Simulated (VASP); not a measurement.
# RbBr in VASP: notebook

RbBr is run at these levels: PBE; tasks: single point.

Program: VASP 6.6.1. These are calculated values, not measurements. Logs are shortened: lines on timing, memory, paths and dates and some standing lists are left out, and cuts for length are marked.

**1. The cell of the first run**

The typed cell holds 4 atoms: a = 5.990 Å, b = 5.990 Å, c = 7.026 Å, α = 90.00°, β = 90.00°, γ = 120.00°.

**2. Single point, PBE (volume changed by +3%)**

Input file INCAR:

```
SYSTEM = RbBr
ALGO = Normal ; EDIFF = 1E-6
ENCUT = 520 ; GGA = PE
ISIF = 2 ; ISMEAR = 0
LASPH = .True. ; LCHARG = .False.
LREAL = .False. ; LWAVE = .False.
NBANDS = 24 ; NELM = 80
PREC = Accurate ; SIGMA = 0.01
```

Input file KPOINTS:

```
k-points
0
Gamma
  6 6 4
  0 0 0
```

Input file POSCAR:

```
RbBr
1.0
    5.9902220880      0.0000000000      0.0000000000
   -2.9951110440      5.1876845025      0.0000000000
    0.0000000000      0.0000000000      7.0258518564
Rb Br
2 2
Direct
    0.3333333333      0.6666666667     -0.0624917499
    0.6666666667      0.3333333333      0.4375082501
    0.3333333333      0.6666666667      0.4374917499
    0.6666666667      0.3333333333      0.9374917499
```

Potentials or basis: VASP PAW PBE potentials, release 64 (Rb_sv, Br).

Launch:

```
> cat potpaw_PBE.64/Rb_sv/POTCAR potpaw_PBE.64/Br/POTCAR > POTCAR
> mpirun -np 1 vasp_std > vasp.out
```

OUTCAR:

```text
SYSTEM = RbBr
   EDIFF = 1E-6
   ENCUT = 520
   GGA = PE
   ISIF = 2
   ISMEAR = 0
   LASPH = .True.
   LREAL = .False.
   NELM = 80
   PREC = Accurate

 ion  position               nearest neighbor table
   1  0.333  0.667  0.938-   4 3.46   4 3.46   4 3.46   3 3.51   3 3.51   2 4.93   2 4.93   2 4.93
                             2 4.93   2 4.93   2 4.93
   2  0.667  0.333  0.438-   3 3.46   3 3.46   3 3.46   4 3.51   4 3.51   1 4.93   1 4.93   1 4.93
                             1 4.93   1 4.93   1 4.93
   3  0.333  0.667  0.437-   2 3.46   2 3.46   2 3.46   1 3.51   1 3.51
   4  0.667  0.333  0.937-   1 3.46   1 3.46   1 3.46   2 3.51   2 3.51

  LATTYP: Found a hexagonal cell.
 ALAT       =     5.9902220880
 C/A-ratio  =     1.1728867066

  Lattice vectors:

 A1 = (   5.9902220880,   0.0000000000,   0.0000000000)
 A2 = (  -2.9951110440,   5.1876845025,   0.0000000000)
 A3 = (   0.0000000000,   0.0000000000,   7.0258518564)

Analysis of symmetry for initial positions (statically):
=====================================================================
 Subroutine PRICEL returns:
 Original cell was already a primitive cell.

 Routine SETGRP: Setting up the symmetry group for a
 hexagonal supercell.

 Subroutine GETGRP returns: Found 12 space group operations
 (whereof  6 operations were pure point group operations)
 out of a pool of 24 trial point group operations.

The static configuration has the point symmetry C_3v.
 The point group associated with its full space group is C_6v.

Analysis of symmetry for dynamics (positions and initial velocities):
=====================================================================
 Subroutine PRICEL returns:
 Original cell was already a primitive cell.

 Routine SETGRP: Setting up the symmetry group for a
 hexagonal supercell.

 Subroutine GETGRP returns: Found 12 space group operations
 (whereof  6 operations were pure point group operations)
 out of a pool of 24 trial point group operations.

The dynamic configuration has the point symmetry C_3v.
 The point group associated with its full space group is C_6v.

 Subroutine INISYM returns: Found 12 space group operations
 (whereof  6 operations are pure point group operations),
 and found     1 'primitive' translations

----------------------------------------------------------------------------------------

                                     Primitive cell

  volume of cell :     218.3310

  direct lattice vectors                    reciprocal lattice vectors
     5.990222088  0.000000000  0.000000000     0.166938719  0.096382114  0.000000000
    -2.995111044  5.187684502  0.000000000     0.000000000  0.192764228  0.000000000
     0.000000000  0.000000000  7.025851856     0.000000000  0.000000000  0.142331495

  length of vectors
     5.990222088  5.990222088  7.025851856     0.192764228  0.192764228  0.142331495

  position of ions in fractional coordinates (direct lattice)
     0.333333333  0.666666667  0.937508250
     0.666666667  0.333333333  0.437508250
     0.333333333  0.666666667  0.437491750
     0.666666667  0.333333333  0.937491750

  ion indices of the primitive-cell ions
   primitive index   ion index
                 1           1
                 2           2
                 3           3
                 4           4

----------------------------------------------------------------------------------------

 KPOINTS: k-points

Automatic generation of k-mesh.
 Grid dimensions read from file:
 generate k-points for:    6    6    4

 Generating k-lattice:

  Cartesian coordinates                     Fractional coordinates (reciprocal lattice)
     0.027823120  0.016063686  0.000000000     0.166666667  0.000000000  0.000000000
     0.000000000  0.032127371  0.000000000     0.000000000  0.166666667  0.000000000
     0.000000000  0.000000000  0.035582874     0.000000000  0.000000000  0.250000000

  Length of vectors
     0.032127371  0.032127371  0.035582874

  Shift w.r.t. Gamma in fractional coordinates (k-lattice)
     0.000000000  0.000000000  0.000000000

 Subroutine IBZKPT returns following result:
 ===========================================

 Found     21 irreducible k-points:

 Following reciprocal coordinates:
            Coordinates               Weight
  0.000000  0.000000  0.000000      1.000000
  0.166667  0.000000  0.000000      6.000000
  0.333333  0.000000  0.000000      6.000000
  0.500000  0.000000  0.000000      3.000000
  0.166667  0.166667  0.000000      6.000000
  0.333333  0.166667  0.000000     12.000000
[... 13 lines left out ...]
  0.333333  0.166667  0.500000     12.000000
  0.333333  0.333333  0.500000      2.000000
   k-points           NKPTS =     21   k-points in BZ     NKDIM =     21   number of bands    NBANDS=     24
   number of dos      NEDOS =    301   number of ions     NIONS =      4
   total plane-waves  NPLWV = 124416
   dimension x,y,z NGX =    48 NGY =   48 NGZ =   54
   dimension x,y,z NGXF=    96 NGYF=   96 NGZF=  108
   ions per type =               2   2
   NGX,Y,Z   is equivalent  to a cutoff of  13.32, 13.32, 12.78 a.u.
   NGXF,Y,Z  is equivalent  to a cutoff of  26.64, 26.64, 25.55 a.u.
 SYSTEM =  RbBr
   PREC   = accura    normal or accurate (medium, high low for compatibility)
   ISTART =      0    job   : 0-new  1-cont  2-samecut
   ICHARG =      2    charge: 1-file 2-atom 10-const
   ISPIN  =      1    spin polarized calculation?
   LNONCOLLINEAR =      F non collinear calculations
   LSORBIT =      F    spin-orbit coupling
   LASPH  =      T    aspherical Exc in radial PAW
   ENCUT  =  520.0 eV  38.22 Ry    6.18 a.u.  11.14 11.14 13.06*2*pi/ulx,y,z
   NELM   =     80;   NELMIN=  2; NELMDL= -5     # of ELM steps
   EDIFF  = 0.1E-05   stopping-criterion for ELM
   LREAL  =      F    real-space projection
   EDIFFG = 0.1E-04   stopping-criterion for IOM
   NSW    =      0    number of steps for IOM
   IBRION =     -1    ionic relax: 0-MD 1-quasi-New 2-CG
   NFREE  =      0    steps in history (QN), initial steepest desc. (CG)
   ISIF   =      2    stress and relaxation
   ISYM   =      2    0-nonsym 1-usesym 2-fastsym
   POTIM  = 0.5000    time-step for ionic-motion
   TEBEG  =    0.0;   TEEND  =   0.0 temperature during run
   PSTRESS=    0.0 pullay stress
   NELECT =      32.0000    total number of electrons
   NUPDOWN=      -1.0000    fix difference up-down
   EMIN   =  10.00;   EMAX   =-10.00  energy-range for DOS
   EFERMI =   0.00;   METHOD = LEGACY
   ISMEAR =     0;   SIGMA  =   0.01  broadening in eV -4-tet -1-fermi 0-gaus
   EFERMI_NEDOS =   21; number of points for ismear=-14 and -15
   IALGO  =     38    algorithm
   IMIX   =      4    mixing-type and parameters
     AMIX     =   0.40;   BMIX     =  1.00
     AMIX_MAG =   1.60;   BMIX_MAG =  1.00
  volume/ion in A,a.u.               =      54.58       368.34
  Fermi-wavevector in a.u.,A,eV,Ry     =   0.863150  1.631117 10.136723  0.745028
  Thomas-Fermi vector in A             =   1.981057
   LORBIT       =      0    0 simple, 1 ext, 2 COOP (PROOUT), +10 PAW based schemes
   GGA     = PE    functional components
   LHFCALC =     F    Hartree Fock is set to
   AEXX    =    0.0000 exact exchange contribution
   IVDW    =     0    specifies the selected vdW correction
   LEPSILON=     F    determine dielectric tensor
   LRPA    =     F    only Hartree local field effects (RPA)
 non-spin polarized calculation
 Gauss-broadening in eV      SIGMA  =   0.01
  energy-cutoff  :      520.00
  volume of cell :      218.33
 maximum number of plane-waves:      5896
 NGX is ok and might be reduce to    48
   NGX = 23   NGY = 23   NGZ = 27

 number of electron      32.0000003 magnetization

 Free energy of the ion-electron system (eV)
  ---------------------------------------------------
  ext. energy  EPLUGINS =         0.00000000
  ---------------------------------------------------
  free energy    TOTEN  =       -12.06419523 eV

  energy without entropy =      -12.06419523  energy(sigma->0) =      -12.06419523

 E-fermi :  -2.6921     XC(G=0):  -5.9521

 val. band max:       -2.7500967483   @ k =   0.0000   0.0000   0.0000
 cond. band min:       1.2325833918   @ k =   0.0000   0.0000   0.0000
 fundamental gap:      3.9826801401
 Fermi energy:        -2.6921081208

 k-point     1 :       0.0000    0.0000    0.0000
  band No.  band energies     occupation
      1     -27.4944      2.00000
      2     -27.4877      2.00000
      3     -14.8157      2.00000
      4     -14.7793      2.00000
      5     -11.6645      2.00000
      6     -11.6326      2.00000
[... 16 lines left out ...]
     23       5.1452      0.00000
     24       5.4528      0.00000

 k-point     2 :       0.1667    0.0000    0.0000
  band No.  band energies     occupation
      1     -27.4939      2.00000
      2     -27.4880      2.00000
      3     -14.8209      2.00000
      4     -14.7891      2.00000
      5     -11.6576      2.00000
      6     -11.6364      2.00000
[... 16 lines left out ...]
     23       5.1695      0.00000
     24       5.3419      0.00000

 k-point     3 :       0.3333    0.0000    0.0000
  band No.  band energies     occupation
      1     -27.4927      2.00000
      2     -27.4888      2.00000
      3     -14.8301      2.00000
      4     -14.8096      2.00000
      5     -11.6437      2.00000
      6     -11.6399      2.00000
[... 16 lines left out ...]
     23       5.2102      0.00000
     24       5.3617      0.00000
[... 433 lines left out ...]
 k-point    20 :       0.3333    0.1667    0.5000
  band No.  band energies     occupation
      1     -27.4905      2.00000
      2     -27.4905      2.00000
      3     -14.8487      2.00000
      4     -14.8487      2.00000
      5     -11.6224      2.00000
      6     -11.6224      2.00000
[... 16 lines left out ...]
     23       5.2588      0.00000
     24       5.2588      0.00000

 k-point    21 :       0.3333    0.3333    0.5000
  band No.  band energies     occupation
      1     -27.4905      2.00000
      2     -27.4905      2.00000
      3     -14.8523      2.00000
      4     -14.8523      2.00000
      5     -11.6267      2.00000
      6     -11.6267      2.00000
[... 16 lines left out ...]
     23       5.1807      0.00000
     24       5.1807      0.00000

------------------------ aborting loop because EDIFF is reached ----------------------------------------

  FORCE on cell =-STRESS in cart. coord.  units (eV):
  Direction    XX          YY          ZZ          XY          YZ          ZX
  --------------------------------------------------------------------------------------
  -------------------------------------------------------------------------------------
  Total       -0.2748035     -0.2748035     -0.3866260      0.0000000     -0.0000000      0.0000000
  in kB       -2.0165889     -2.0165889     -2.8371755      0.0000000     -0.0000000      0.0000000
  external PRESSURE =      -2.2901177 kB  Pullay stress =       0.0000000 kB

 VOLUME and BASIS-vectors are now :
 -----------------------------------------------------------------------------
  energy-cutoff  :      520.00
  volume of cell :      218.33
      direct lattice vectors                 reciprocal lattice vectors
     5.990222088  0.000000000  0.000000000     0.166938719  0.096382114  0.000000000
    -2.995111044  5.187684502  0.000000000     0.000000000  0.192764228  0.000000000
     0.000000000  0.000000000  7.025851856     0.000000000  0.000000000  0.142331495

 POSITION                                       TOTAL-FORCE (eV/Angst)
 -----------------------------------------------------------------------------------
     -0.00000      3.45846      6.58679        -0.000000      0.000000     -0.000036
      2.99511      1.72923      3.07387        -0.000000      0.000000     -0.000036
     -0.00000      3.45846      3.07375         0.000000     -0.000000      0.000036
      2.99511      1.72923      6.58668        -0.000000      0.000000      0.000036
 -----------------------------------------------------------------------------------
    total drift:                               -0.000000      0.000000     -0.000261

  FREE ENERGIE OF THE ION-ELECTRON SYSTEM (eV)
  ---------------------------------------------------
  free  energy   TOTEN  =       -12.0641952251 eV

  energy  without entropy=      -12.0641952251  energy(sigma->0) =      -12.06419523
```

It took 2.2 min on 1 thread of Intel Xeon Platinum 8488C (Sapphire Rapids), shared host; peak memory 0.37 GiB.

Results:

| Quantity | Value |
| --- | --- |
| Free energy | -12.0642 eV |
| Pressure | -0.2 GPa |
| Band gap on the k mesh | 3.98 eV, direct |

 A k mesh can miss the band edges.

(Continued in part 2 of 2.)
